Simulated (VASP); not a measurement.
# LiPr3N2 (P-62m) in VASP: single point with PBE

Aim: the single point of LiPr3N2 with PBE.

Program: VASP 6.6.1. These are calculated values, not measurements. Logs are shortened: lines on timing, memory, paths and dates and some standing lists are left out, and cuts for length are marked.

## 1. The cell of the first run

Symmetry: P-62m, No. 189, hexagonal system. Conventional cell: a = 6.682 Å, b = 6.682 Å, c = 4.992 Å, α = 90.00°, β = 90.00°, γ = 120.00°. Li (site symmetry -62m) has 2 N at 1.79 Å within 2.4 Å. Pr (site symmetry m2m) has 2 N at 2.38 Å within 3.1 Å. Within 1.9 Å of N (site symmetry 3m) lie 1 N at 1.41 Å and 1 Li at 1.79 Å.

The cell was generated, and may not be a known phase.

## 2. Single point, PBE

Contents of INCAR:

```
SYSTEM = LiPr3N2
ALGO = Normal ; EDIFF = 1E-6
ENCUT = 750 ; GGA = PE
GGA_COMPAT = .FALSE. ; ISIF = 2
ISMEAR = 0 ; LASPH = .TRUE.
LCHARG = .FALSE. ; LMAXMIX = 6
LREAL = .FALSE. ; LWAVE = .FALSE.
NBANDS = 32 ; NELM = 200
PREC = Accurate ; SIGMA = 0.2
```

Contents of KPOINTS:

```
k-points
0
G
  4 4 3
  0 0 0
```

Contents of POSCAR:

```
LiPr3N2
1.0
    6.6822799372     -0.0000000037      0.0000000000
   -3.3411399654      5.7870241827      0.0000000000
    0.0000000000      0.0000000000      4.9916343987
Li Pr N
1 3 2
Direct
    0.0000000000      0.0000000000      0.5000000000
    0.6602548185      0.0000000000      0.0000000000
    0.0000000000      0.6602548185      0.0000000000
    0.3397451815      0.3397451815      0.0000000000
    0.0000000000      0.0000000000      0.1410578750
    0.0000000000      0.0000000000      0.8589421250
```

Potentials or basis: VASP PAW PBE potentials, release 64 (Li_sv, Pr_3, N), 4f in core.

Command:

```console
> cat potpaw_PBE.64/Li_sv/POTCAR potpaw_PBE.64/Pr_3/POTCAR potpaw_PBE.64/N/POTCAR > POTCAR
> mpirun -np 1 vasp_std > vasp.out
```

OUTCAR:

```text
SYSTEM = LiPr3N2
   EDIFF = 1E-6
   ENCUT = 750
   GGA = PE
   ISIF = 2
   ISMEAR = 0
   LASPH = .TRUE.
   LREAL = .FALSE.
   NELM = 200
   PREC = Accurate

 ion  position               nearest neighbor table
   1  0.000  0.000  0.500-   5 1.79   6 1.79
   2  0.660  0.000  0.000-   5 2.38   6 2.38   3 3.82   4 3.82   3 3.82   4 3.82   4 3.93   3 3.93

   3  0.000  0.660  0.000-   5 2.38   6 2.38   4 3.82   2 3.82   4 3.82   2 3.82   2 3.93   4 3.93

   4  0.340  0.340  0.000-   5 2.38   6 2.38   3 3.82   3 3.82   2 3.82   2 3.82   2 3.93   3 3.93

   5  0.000  0.000  0.141-   6 1.41   1 1.79   2 2.38   4 2.38   3 2.38
   6  0.000  0.000  0.859-   5 1.41   1 1.79   2 2.38   4 2.38   3 2.38

  LATTYP: Found a hexagonal cell.
 ALAT       =     6.6822799372
 C/A-ratio  =     0.7469957029

  Lattice vectors:

 A1 = (   6.6822799372,  -0.0000000037,   0.0000000000)
 A2 = (  -3.3411399654,   5.7870241827,   0.0000000000)
 A3 = (   0.0000000000,   0.0000000000,   4.9916343987)

Analysis of symmetry for initial positions (statically):
=====================================================================
 Subroutine PRICEL returns:
 Original cell was already a primitive cell.

 Routine SETGRP: Setting up the symmetry group for a
 hexagonal supercell.

 Subroutine GETGRP returns: Found 12 space group operations
 (whereof 12 operations were pure point group operations)
 out of a pool of 24 trial point group operations.

The static configuration has the point symmetry D_3h.

Analysis of symmetry for dynamics (positions and initial velocities):
=====================================================================
 Subroutine PRICEL returns:
 Original cell was already a primitive cell.

 Routine SETGRP: Setting up the symmetry group for a
 hexagonal supercell.

 Subroutine GETGRP returns: Found 12 space group operations
 (whereof 12 operations were pure point group operations)
 out of a pool of 24 trial point group operations.

The dynamic configuration has the point symmetry D_3h.

 Subroutine INISYM returns: Found 12 space group operations
 (whereof 12 operations are pure point group operations),
 and found     1 'primitive' translations

----------------------------------------------------------------------------------------

                                     Primitive cell

  volume of cell :     193.0291

  direct lattice vectors                    reciprocal lattice vectors
     6.682279937 -0.000000004  0.000000000     0.149649522  0.086400192  0.000000000
    -3.341139965  5.787024183  0.000000000     0.000000000  0.172800384  0.000000000
     0.000000000  0.000000000  4.991634399     0.000000000  0.000000000  0.200335185

  length of vectors
     6.682279937  6.682279937  4.991634399     0.172800384  0.172800384  0.200335185

  position of ions in fractional coordinates (direct lattice)
     0.000000000  0.000000000  0.500000000
     0.660254819  0.000000000  0.000000000
     0.000000000  0.660254819  0.000000000
     0.339745181  0.339745181  0.000000000
     0.000000000  0.000000000  0.141057875
     0.000000000  0.000000000  0.858942125

  ion indices of the primitive-cell ions
   primitive index   ion index
                 1           1
                 2           2
                 3           3
                 4           4
                 5           5
                 6           6

----------------------------------------------------------------------------------------

 KPOINTS: k-points

Automatic generation of k-mesh.
 Grid dimensions read from file:
 generate k-points for:    4    4    3

 Generating k-lattice:

  Cartesian coordinates                     Fractional coordinates (reciprocal lattice)
     0.037412381  0.021600048  0.000000000     0.250000000  0.000000000  0.000000000
     0.000000000  0.043200096  0.000000000     0.000000000  0.250000000  0.000000000
     0.000000000  0.000000000  0.066778395     0.000000000  0.000000000  0.333333333

  Length of vectors
     0.043200096  0.043200096  0.066778395

  Shift w.r.t. Gamma in fractional coordinates (k-lattice)
     0.000000000  0.000000000  0.000000000

 Subroutine IBZKPT returns following result:
 ===========================================

 Found      8 irreducible k-points:

 Following reciprocal coordinates:
            Coordinates               Weight
  0.000000  0.000000  0.000000      1.000000
  0.250000  0.000000  0.000000      6.000000
  0.500000  0.000000  0.000000      3.000000
  0.250000  0.250000  0.000000      6.000000
  0.000000  0.000000  0.333333      2.000000
  0.250000  0.000000  0.333333     12.000000
  0.500000  0.000000  0.333333      6.000000
  0.250000  0.250000  0.333333     12.000000
   k-points           NKPTS =      8   k-points in BZ     NKDIM =      8   number of bands    NBANDS=     32
   number of dos      NEDOS =    301   number of ions     NIONS =      6
   total plane-waves  NPLWV = 172800
   dimension x,y,z NGX =    60 NGY =   60 NGZ =   48
   dimension x,y,z NGXF=   120 NGYF=  120 NGZF=   96
   ions per type =               1   3   2
   NGX,Y,Z   is equivalent  to a cutoff of  14.93, 14.93, 15.99 a.u.
   NGXF,Y,Z  is equivalent  to a cutoff of  29.85, 29.85, 31.97 a.u.
 SYSTEM =  LiPr3N2
   PREC   = accura    normal or accurate (medium, high low for compatibility)
   ISTART =      0    job   : 0-new  1-cont  2-samecut
   ICHARG =      2    charge: 1-file 2-atom 10-const
   ISPIN  =      1    spin polarized calculation?
   LNONCOLLINEAR =      F non collinear calculations
   LSORBIT =      F    spin-orbit coupling
   LASPH  =      T    aspherical Exc in radial PAW
   ENCUT  =  750.0 eV  55.12 Ry    7.42 a.u.  14.92 14.92 11.15*2*pi/ulx,y,z
   NELM   =    200;   NELMIN=  2; NELMDL= -5     # of ELM steps
   EDIFF  = 0.1E-05   stopping-criterion for ELM
   LREAL  =      F    real-space projection
   EDIFFG = 0.1E-04   stopping-criterion for IOM
   NSW    =      0    number of steps for IOM
   IBRION =     -1    ionic relax: 0-MD 1-quasi-New 2-CG
   NFREE  =      0    steps in history (QN), initial steepest desc. (CG)
   ISIF   =      2    stress and relaxation
   ISYM   =      2    0-nonsym 1-usesym 2-fastsym
   POTIM  = 0.5000    time-step for ionic-motion
   TEBEG  =    0.0;   TEEND  =   0.0 temperature during run
   PSTRESS=    0.0 pullay stress
   NELECT =      46.0000    total number of electrons
   NUPDOWN=      -1.0000    fix difference up-down
   EMIN   =  10.00;   EMAX   =-10.00  energy-range for DOS
   EFERMI =   0.00;   METHOD = LEGACY
   ISMEAR =     0;   SIGMA  =   0.20  broadening in eV -4-tet -1-fermi 0-gaus
   EFERMI_NEDOS =   21; number of points for ismear=-14 and -15
   IALGO  =     38    algorithm
   IMIX   =      4    mixing-type and parameters
     AMIX     =   0.40;   BMIX     =  1.00
     AMIX_MAG =   1.60;   BMIX_MAG =  1.00
  volume/ion in A,a.u.               =      32.17       217.10
  Fermi-wavevector in a.u.,A,eV,Ry     =   1.014970  1.918015 14.016233  1.030164
  Thomas-Fermi vector in A             =   2.148229
   LORBIT       =      0    0 simple, 1 ext, 2 COOP (PROOUT), +10 PAW based schemes
   GGA     = PE    functional components
   LHFCALC =     F    Hartree Fock is set to
   AEXX    =    0.0000 exact exchange contribution
   IVDW    =     0    specifies the selected vdW correction
   LEPSILON=     F    determine dielectric tensor
   LRPA    =     F    only Hartree local field effects (RPA)
 non-spin polarized calculation
 Gauss-broadening in eV      SIGMA  =   0.20
  energy-cutoff  :      750.00
  volume of cell :      193.03
 maximum number of plane-waves:      9015
 NGX is ok and might be reduce to    60
   NGX = 29   NGY = 29   NGZ = 23

 number of electron      45.9999995 magnetization

 Free energy of the ion-electron system (eV)
  ---------------------------------------------------
  ext. energy  EPLUGINS =         0.00000000
  ---------------------------------------------------
  free energy    TOTEN  =       -32.95168314 eV

  energy without entropy =      -32.80495724  energy(sigma->0) =      -32.87832019

 E-fermi :   1.9167     XC(G=0):  -7.9893

 val. band max:        1.8777499358   @ k =   0.5000   0.0000   0.3333
 cond. band min:       2.0289295882   @ k =   0.2500   0.0000   0.0000
 fundamental gap:      0.1511796524
 Fermi energy:         1.9166664524

 k-point     1 :       0.0000    0.0000    0.0000
  band No.  band energies     occupation
      1     -44.0830      2.00000
      2     -34.9501      2.00000
      3     -34.8722      2.00000
      4     -34.8722      2.00000
      5     -19.3923      2.00000
      6     -17.1087      2.00000
[... 24 lines left out ...]
     31       4.4083      0.00000
     32       4.4851      0.00000

 k-point     2 :       0.2500    0.0000    0.0000
  band No.  band energies     occupation
      1     -44.0830      2.00000
      2     -34.9372      2.00000
      3     -34.8809      2.00000
      4     -34.8767      2.00000
      5     -19.4007      2.00000
      6     -17.1676      2.00000
[... 24 lines left out ...]
     31       4.4919      0.00000
     32       4.7370      0.00000

 k-point     3 :       0.5000    0.0000    0.0000
  band No.  band energies     occupation
      1     -44.0830      2.00000
      2     -34.9118      2.00000
      3     -34.9026      2.00000
      4     -34.8806      2.00000
      5     -19.4072      2.00000
      6     -17.1326      2.00000
[... 24 lines left out ...]
     31       4.7024      0.00000
     32       4.9799      0.00000

 k-point     4 :       0.2500    0.2500    0.0000
  band No.  band energies     occupation
      1     -44.0830      2.00000
      2     -34.9167      2.00000
      3     -34.8909      2.00000
      4     -34.8874      2.00000
      5     -19.4061      2.00000
      6     -17.1489      2.00000
[... 24 lines left out ...]
     31       4.7550      0.00000
     32       4.7897      0.00000

 k-point     5 :       0.0000    0.0000    0.3333
  band No.  band energies     occupation
      1     -44.0830      2.00000
      2     -34.9496      2.00000
      3     -34.8717      2.00000
      4     -34.8717      2.00000
      5     -19.4012      2.00000
      6     -17.1063      2.00000
[... 24 lines left out ...]
     31       4.2613      0.00000
     32       4.3918      0.00000

 k-point     6 :       0.2500    0.0000    0.3333
  band No.  band energies     occupation
      1     -44.0830      2.00000
      2     -34.9367      2.00000
      3     -34.8804      2.00000
      4     -34.8762      2.00000
      5     -19.4095      2.00000
      6     -17.1651      2.00000
[... 24 lines left out ...]
     31       4.2660      0.00000
     32       4.8152      0.00000

 k-point     7 :       0.5000    0.0000    0.3333
  band No.  band energies     occupation
      1     -44.0830      2.00000
      2     -34.9113      2.00000
      3     -34.9021      2.00000
      4     -34.8801      2.00000
      5     -19.4158      2.00000
      6     -17.1301      2.00000
[... 24 lines left out ...]
     31       4.3459      0.00000
     32       4.5759      0.00000

 k-point     8 :       0.2500    0.2500    0.3333
  band No.  band energies     occupation
      1     -44.0830      2.00000
      2     -34.9162      2.00000
      3     -34.8904      2.00000
      4     -34.8869      2.00000
      5     -19.4148      2.00000
      6     -17.1464      2.00000
[... 24 lines left out ...]
     31       4.4115      0.00000
     32       4.4752      0.00000

------------------------ aborting loop because EDIFF is reached ----------------------------------------

  FORCE on cell =-STRESS in cart. coord.  units (eV):
  Direction    XX          YY          ZZ          XY          YZ          ZX
  --------------------------------------------------------------------------------------
  -------------------------------------------------------------------------------------
  Total        0.0663794      0.0663794      0.2256075     -0.0000000     -0.0000000      0.0000000
  in kB        0.5509612      0.5509612      1.8725845     -0.0000000     -0.0000000      0.0000000
  external PRESSURE =       0.9915023 kB  Pullay stress =       0.0000000 kB

 VOLUME and BASIS-vectors are now :
 -----------------------------------------------------------------------------
  energy-cutoff  :      750.00
  volume of cell :      193.03
      direct lattice vectors                 reciprocal lattice vectors
     6.682279937 -0.000000004  0.000000000     0.149649522  0.086400192  0.000000000
    -3.341139965  5.787024183  0.000000000     0.000000000  0.172800384  0.000000000
     0.000000000  0.000000000  4.991634399     0.000000000  0.000000000  0.200335185

 POSITION                                       TOTAL-FORCE (eV/Angst)
 -----------------------------------------------------------------------------------
      0.00000      0.00000      2.49582         0.000000     -0.000000      0.000000
      4.41201     -0.00000      0.00000         0.015944     -0.000000      0.000000
     -2.20600      3.82091      0.00000        -0.007972      0.013808      0.000000
      1.13514      1.96611      0.00000        -0.007972     -0.013808      0.000000
      0.00000      0.00000      0.70411         0.000000     -0.000000      0.081462
      0.00000      0.00000      4.28753         0.000000     -0.000000     -0.081462
 -----------------------------------------------------------------------------------
    total drift:                               -0.000000     -0.000000      0.000000

  FREE ENERGIE OF THE ION-ELECTRON SYSTEM (eV)
  ---------------------------------------------------
  free  energy   TOTEN  =       -32.9516831414 eV

  energy  without entropy=      -32.8049572351  energy(sigma->0) =      -32.87832019
```

It took 61 s on 1 thread of Intel Xeon 6975P-C (Granite Rapids), shared host; peak memory 0.45 GiB.

What came out:

```
Free energy            : -32.9517 eV
Pressure               : 0.1 GPa
Largest force          : 0.081 eV/Å
Band gap on the k mesh : zero (bands 23 and 24 overlap by 0.31 eV)
```

Forces in eV/Å, atoms in the order of the input:
```
Li   0.000  0.000  0.000
Pr   0.016  0.000  0.000
Pr  -0.008  0.014  0.000
Pr  -0.008 -0.014  0.000
N    0.000  0.000  0.081
N    0.000  0.000 -0.081
```

Stress tensor (GPa, compression positive):
```
0.06 0.00 0.00
0.00 0.06 0.00
0.00 0.00 0.19
```

Levels at points of the mesh, in eV from the Fermi level:
| k point | band 20 | band 21 | band 22 | band 23 | band 24 | band 25 | band 26 | band 27 |
| --- | --- | --- | --- | --- | --- | --- | --- | --- |
| (0.00, 0.00, 0.00) | -1.73 | -1.73 | -0.11 | 0.22 | 0.22 | 0.45 | 0.60 | 0.60 |
| (0.50, 0.00, 0.00) | -1.45 | -1.36 | -0.82 | -0.46 | 0.22 | 0.36 | 0.71 | 1.14 |

Caveat: the k points lie up to 0.42 Å⁻¹ apart; spin-orbit coupling is left out, which moves the levels of the heavy elements; the 4f electrons are frozen in the core, so they carry no moment and show no levels; the run has no spin polarisation, though such a crystal can be magnetic.

The gap in the log of VASP goes by the Fermi energy; the results here count the filled bands.